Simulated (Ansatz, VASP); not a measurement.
## Two plane-wave programs on Ga2O3

```
Ga O
1.0
     2.44241    1.41013    4.39103
    -2.44241    1.41013    4.39103
     0.00000   -2.82026    4.39103
Ga O
4 6
Cartesian
  0.0000 0.0000 11.2679
  0.0000 0.0000 4.6814
  0.0000 0.0000 1.9052
  0.0000 0.0000 8.4917
  0.9589 -1.4101 5.4888
  -1.7007 -0.1254 5.4888
  -0.9589 1.4101 7.6843
  -0.7418 -1.5355 7.6843
  1.7007 0.1254 7.6843
  0.7418 1.5355 5.4888
```

Change from the starting cell: hydrostatic strain -2.0%.

Alike in both runs: task single point; functional r2SCAN; k mesh 6 × 6 × 6; no spin polarisation.

```csv
,VASP,Ansatz
version,VASP 6.6.1,Ansatz 0.2.0
potentials or method,"VASP PAW PBE potentials, release 64 (Ga_d, O)","plane waves, PAW"
plane-wave cutoff (eV),520,500
occupations,"gaussian, width 0.01 eV",fixed
valence electrons in the cell,88,88
```

```csv
,VASP,Ansatz,Ansatz less VASP
gap on the k mesh at the Fermi level (eV),4.24,4.25,+0.009
pressure (GPa),18.8,16.4,-2.48
"traceless stress, the component that is largest in VASP (GPa)",-1.66,-1.31,+0.344
rms of the force components (eV/Å),0.029,0.001,-0.0278
```

VASP's potentials were made for PBE, not for r2SCAN. Atom by atom the forces differ by 0.028 eV/Å (rms over components).
